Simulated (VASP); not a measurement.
# Pt12S23 (a cell with a defect) in VASP: single point with PBE+D3(BJ)

Aim: the single point of Pt12S23 (a cell with a defect) with PBE+D3(BJ).

Everything below comes from runs of VASP 6.6.1. Logs are shortened: lines on timing, memory, paths and dates and some standing lists are left out, and cuts for length are marked.

**1. The cell of the first run**

The cell holds a defect, 35 atoms: a = 8.550 Å, b = 8.550 Å, c = 8.550 Å, α = 93.09°, β = 93.09°, γ = 93.09°.

**2. Single point, PBE+D3(BJ) (atoms taken out, then relaxed in part)**

Contents of INCAR:

```
ALGO     = Normal         # electronic algorithm
EDIFF    = 1E-7           # SCF threshold, eV
ENCUT    = 520            # plane-wave cutoff, eV
GGA      = PE             # functional
ISIF     = 2              # what is computed and relaxed
ISMEAR   = 0              # smearing method
IVDW     = 12             # dispersion correction
LASPH    = T              # aspherical terms in the spheres
LCHARG   = T              # write CHGCAR
LELF     = T              # ELF
LREAL    = Auto         
LVHAR    = T            
LWAVE    = F              # write WAVECAR
NBANDS   = 152            # bands
NELM     = 100            # most SCF steps
PREC     = Accurate       # precision mode
SIGMA    = 0.1            # smearing width, eV
```

Contents of KPOINTS:

```
k-points
0
Gamma
  3 3 3
```

Contents of POSCAR:

```
Pt12S23
1.0
    7.1666166750      0.0000000000      4.6622743220
   -3.5833083375      6.2064720997      4.6622743220
   -3.5833083375     -6.2064720997      4.6622743220
Pt S
12 23
Direct
    0.1640624942      0.1690431409      0.6614463777
    1.0023764742      0.4947797110      0.4973958275
    0.3326730853      0.8346348817      0.8343568874
    0.4987647434      1.0005837302      0.5011921701
    0.8339170636      0.3345255035      0.8320980768
    1.0005880514      0.0001716064      0.9990520173
    0.3281130443      0.3307291608      0.3357098076
    0.6679682150      0.6676902208      0.6660064186
    0.1678588368      0.6654314101      0.1672503969
    0.6657186840      0.1672547181      0.1668382730
    0.5010235541      0.4993397519      0.0013015484
    0.8335049397      0.8323853507      0.3339213848
    0.0878017914      0.7478522723      0.4200634868
    0.4156288084      0.0906941752      0.7538995735
    0.5811856056      0.2533968201      0.4211351247
    0.9240275085      0.5872329068      0.7489621417
    0.0867301535      0.2544684581      0.9145189390
    0.4205662401      0.5822954750      0.2573608419
    0.7527627388      0.9203874230      0.5865711214
    0.2532377881      0.9194294055      0.0870540897
    0.7537207563      0.4199044548      0.0860960722
    0.5866724605      0.7533391272      0.9200057939
    0.9192804406      0.0859471072      0.2526137739
    0.5797328978      0.4155318398      0.7462651442
    0.4129318108      0.7463995645      0.5821985065
    0.7476648700      0.0817361227      0.9133751413
    0.9170094509      0.2491828568      0.5787086421
    0.2488651732      0.5795984775      0.9130662312
    0.4152031143      0.2467732182      0.0777159762
    0.7443826429      0.5818697810      0.4134398849
    0.0801065516      0.9110493096      0.7485364476
    0.5800418080      0.9143315367      0.2484027893
    0.0825161902      0.4120419754      0.2503427842
    0.9150694560      0.7467084746      0.0809982033
    0.2453753088      0.0836761176      0.4158495235
```

Potentials or basis: VASP PAW PBE potentials, release 64 (Pt, S).

Run with:

```sh
cat potpaw_PBE.64/Pt/POTCAR potpaw_PBE.64/S/POTCAR > POTCAR
mpirun -np 1 vasp_std > vasp.out
```

OUTCAR:

```text
EDIFF = 1E-7
   ENCUT = 520
   GGA = PE
   ISIF = 2
   ISMEAR = 0
   IVDW = 12
   LASPH = T
   LREAL = Auto
   NELM = 100
   PREC = Accurate
 IVDW          = 12

 ion  position               nearest neighbor table
   1  0.164  0.169  0.661-  35 2.34  27 2.34  17 2.38  14 2.39  31 2.45
   2  0.002  0.495  0.497-  27 2.34  33 2.34  13 2.38  16 2.39  30 2.45
   3  0.333  0.835  0.834-  31 2.38  20 2.39  25 2.39  28 2.40  22 2.40  14 2.41
   4  0.499  0.001  0.501-  15 2.38  32 2.40  19 2.40  35 2.40  25 2.41  14 2.41
   5  0.834  0.335  0.832-  17 2.38  26 2.40  21 2.40  27 2.40  24 2.41  16 2.41
   6  0.001  0.000  0.999-  31 2.38  26 2.40  20 2.40  23 2.40  34 2.40  17 2.42
   7  0.328  0.331  0.336-  33 2.34  35 2.34  15 2.38  18 2.39  29 2.45
   8  0.668  0.668  0.666-  30 2.38  19 2.39  24 2.39  25 2.40  22 2.40  16 2.41
   9  0.168  0.665  0.167-  13 2.38  34 2.40  20 2.40  33 2.40  28 2.41  18 2.41
  10  0.666  0.167  0.167-  29 2.38  32 2.40  21 2.40  23 2.40  26 2.40  15 2.42
  11  0.501  0.499  0.001-  29 2.38  21 2.39  28 2.39  24 2.40  22 2.40  18 2.41
  12  0.834  0.832  0.334-  30 2.38  34 2.40  19 2.40  23 2.40  32 2.40  13 2.42
  13  0.088  0.748  0.420-   9 2.38   2 2.38  12 2.42
  14  0.416  0.091  0.754-   1 2.39   4 2.41   3 2.41
  15  0.581  0.253  0.421-   4 2.38   7 2.38  10 2.42
  16  0.924  0.587  0.749-   2 2.39   5 2.41   8 2.41
  17  0.087  0.254  0.915-   5 2.38   1 2.38   6 2.42
[... 16 lines left out ...]
  34  0.915  0.747  0.081-   9 2.40  12 2.40   6 2.40
  35  0.245  0.084  0.416-   1 2.34   7 2.34   4 2.40

  LATTYP: Found a trigonal (rhomboedric) cell.
 ALAT       =     8.5496898435
 COS(alpha) =    -0.0539472869

  Lattice vectors:

 A1 = (   7.1666166750,   0.0000000000,   4.6622743220)
 A2 = (  -3.5833083375,   6.2064720997,   4.6622743220)
 A3 = (  -3.5833083375,  -6.2064720997,   4.6622743220)

Analysis of symmetry for initial positions (statically):
=====================================================================
 Subroutine PRICEL returns:
 Original cell was already a primitive cell.

 Routine SETGRP: Setting up the symmetry group for a
 trigonal (rhombohedral) supercell.

 Subroutine GETGRP returns: Found  3 space group operations
 (whereof  1 operations were pure point group operations)
 out of a pool of 12 trial point group operations.

The static configuration has the point symmetry C_1 .
 The point group associated with its full space group is C_3 .

Analysis of symmetry for dynamics (positions and initial velocities):
=====================================================================
 Subroutine PRICEL returns:
 Original cell was already a primitive cell.

 Routine SETGRP: Setting up the symmetry group for a
 trigonal (rhombohedral) supercell.

 Subroutine GETGRP returns: Found  3 space group operations
[... 162 lines left out ...]
   NELECT =     258.0000    total number of electrons
   NUPDOWN=      -1.0000    fix difference up-down
   EMIN   =  10.00;   EMAX   =-10.00  energy-range for DOS
   EFERMI =   0.00;   METHOD = LEGACY
   ISMEAR =     0;   SIGMA  =   0.10  broadening in eV -4-tet -1-fermi 0-gaus
   EFERMI_NEDOS =   21; number of points for ismear=-14 and -15
   IALGO  =     38    algorithm
   IMIX   =      4    mixing-type and parameters
     AMIX     =   0.40;   BMIX     =  1.00
     AMIX_MAG =   1.60;   BMIX_MAG =  1.00
  volume/ion in A,a.u.               =      17.78       119.95
  Fermi-wavevector in a.u.,A,eV,Ry     =   1.220831  2.307035 20.278493  1.490427
  Thomas-Fermi vector in A             =   2.356034
   LORBIT       =      0    0 simple, 1 ext, 2 COOP (PROOUT), +10 PAW based schemes
   GGA     = PE    functional components
   LHFCALC =     F    Hartree Fock is set to
   AEXX    =    0.0000 exact exchange contribution
   IVDW    =    12    specifies the selected vdW correction
   LEPSILON=     F    determine dielectric tensor
   LRPA    =     F    only Hartree local field effects (RPA)
 non-spin polarized calculation
 Gauss-broadening in eV      SIGMA  =   0.10
  energy-cutoff  :      520.00
  volume of cell :      622.13
 maximum number of plane-waves:     16761
   NGX = 31   NGY = 31   NGZ = 31

 number of electron     257.9999999 magnetization

 Free energy of the ion-electron system (eV)
  ---------------------------------------------------
  ext. energy  EPLUGINS =         0.00000000
  ---------------------------------------------------
  free energy    TOTEN  =      -178.35655049 eV

  energy without entropy =     -178.34518200  energy(sigma->0) =     -178.35086625

 E-fermi :   7.4941     XC(G=0): -10.8931

 val. band max:        7.2034593312   @ k =   0.3333  -0.0000  -0.0000
 cond. band min:       7.5705018328   @ k =   0.0000   0.0000   0.0000
 fundamental gap:      0.3670425016
 Fermi energy:         7.4940781071

 k-point     1 :       0.0000    0.0000    0.0000
  band No.  band energies     occupation
      1      -8.2538      2.00000
      2      -7.0083      2.00000
      3      -7.0083      2.00000
      4      -6.9464      2.00000
      5      -6.9423      2.00000
      6      -6.9423      2.00000
[... 853 lines left out ...]
    140       8.7255      0.00000
    141       8.8550      0.00000
 [bands above 141 left out]

------------------------ aborting loop because EDIFF is reached ----------------------------------------

 Edisp (eV)  -15.43891

 E8    (eV) :    -6.2117

  FORCE on cell =-STRESS in cart. coord.  units (eV):
  Direction    XX          YY          ZZ          XY          YZ          ZX
  --------------------------------------------------------------------------------------
  -------------------------------------------------------------------------------------
  Total      -8.17566    -8.17566    -2.85223     0.00000     0.00000     0.00000
  in kB     -21.05500   -21.05500    -7.34542     0.00000     0.00000     0.00000
  external pressure =      -16.49 kB  Pullay stress =        0.00 kB

 VOLUME and BASIS-vectors are now :
 -----------------------------------------------------------------------------
  energy-cutoff  :      520.00
  volume of cell :      622.13
      direct lattice vectors                 reciprocal lattice vectors
     7.166616675  0.000000000  4.662274322     0.093023905  0.000000000  0.071495865
    -3.583308338  6.206472100  4.662274322    -0.046511952  0.080561065  0.071495865
    -3.583308338 -6.206472100  4.662274322    -0.046511952 -0.080561065  0.071495865

 POSITION                                       TOTAL-FORCE (eV/Angst)
 -----------------------------------------------------------------------------------
     -1.80013     -3.05609      4.63687         0.002363     -0.010530     -0.002424
     -3.53824     -0.01624      4.63687        -0.010301      0.003219     -0.002424
     -3.59637      0.00173      9.33231         0.005204      0.000748     -0.006329
      1.77644     -3.10701      4.66479         0.009645      0.000673     -0.001412
      1.79599     -3.08817      9.32707        -0.004239     -0.008689     -0.001412
     -3.57631     -6.19952      4.66140        -0.005624     -0.001515      0.001593
[... 27 lines left out ...]
      3.59202      4.13171      8.12530         0.000601     -0.002296      0.043013
     -0.03144     -2.06162      3.47293         0.004557     -0.001085      0.021936
 -----------------------------------------------------------------------------------
    total drift:                                0.000005      0.000012     -0.014457

  FREE ENERGIE OF THE ION-ELECTRON SYSTEM (eV)
  ---------------------------------------------------
  free  energy   TOTEN  =      -193.7954574860 eV

  energy  without entropy=     -193.7840889872  energy(sigma->0) =     -193.78977324
```

OSZICAR:

```text
N       E                     dE             d eps       ncg     rms          rms(c)
DAV:   1     0.163282412807E+04    0.16328E+04   -0.12224E+05  1824   0.155E+03
DAV:   2    -0.496721898853E+02   -0.16825E+04   -0.16222E+04  2104   0.302E+02
DAV:   3    -0.188114148556E+03   -0.13844E+03   -0.13300E+03  2176   0.802E+01
DAV:   4    -0.192895440969E+03   -0.47813E+01   -0.46946E+01  2240   0.159E+01
[... 11 lines left out ...]
DAV:  16    -0.178356551593E+03   -0.25568E-05   -0.46733E-06  1920   0.692E-03    0.121E-02
DAV:  17    -0.178356551447E+03    0.14570E-06   -0.84863E-07  1936   0.359E-03    0.806E-03
DAV:  18    -0.178356550979E+03    0.46790E-06   -0.22956E-07   992   0.115E-03    0.498E-03
DAV:  19    -0.178356550572E+03    0.40689E-06   -0.14003E-07   920   0.909E-04    0.234E-03
DAV:  20    -0.178356550495E+03    0.77476E-07   -0.24952E-08   912   0.437E-04
   1 F= -.19379546E+03 E0= -.19378977E+03  d E =-.113685E-01
```

Wall time 20 min (1 thread of Intel Xeon Platinum 8259CL at 2.50GHz (Skylake/Cascade Lake), shared host); peak memory 0.76 GiB.

Results:

```yaml
Free_energy: -193.7955 eV
Pressure: -1.6 GPa
Largest_force: 0.043 eV/Å
Dispersion_energy_per_atom: -0.441 eV
```

Forces on the atoms (eV/Å):
```
Pt   0.002 -0.011 -0.002
Pt  -0.010  0.003 -0.002
Pt   0.005  0.001 -0.006
Pt   0.010  0.001 -0.001
Pt  -0.004 -0.009 -0.001
Pt  -0.006 -0.002  0.002
Pt   0.008  0.007 -0.002
Pt  -0.002 -0.005 -0.006
Pt  -0.005  0.008 -0.001
Pt   0.004 -0.004  0.002
Pt  -0.003  0.004 -0.006
Pt   0.002  0.006  0.002
S    0.002  0.004 -0.036
S   -0.003 -0.001 -0.040
S    0.003 -0.004 -0.036
S    0.001  0.003 -0.040
S   -0.005  0.000 -0.036
S    0.002 -0.002 -0.040
S    0.001  0.002 -0.034
S   -0.002  0.000 -0.034
S    0.002 -0.002 -0.034
S    0.000  0.000 -0.040
S    0.000  0.000 -0.031
S   -0.002 -0.001  0.042
S    0.002 -0.001  0.042
S    0.002  0.002  0.043
S   -0.003 -0.003  0.022
S    0.000  0.002  0.042
S    0.001  0.003  0.035
S   -0.004  0.000  0.035
S    0.002 -0.003  0.035
S   -0.002  0.001  0.043
S   -0.001  0.004  0.022
S    0.001 -0.002  0.043
S    0.005 -0.001  0.022
```

Caveat: the cell differs from its parent crystal (atoms taken out, then relaxed in part); spin-orbit coupling is left out, which moves the levels of the heavy elements.
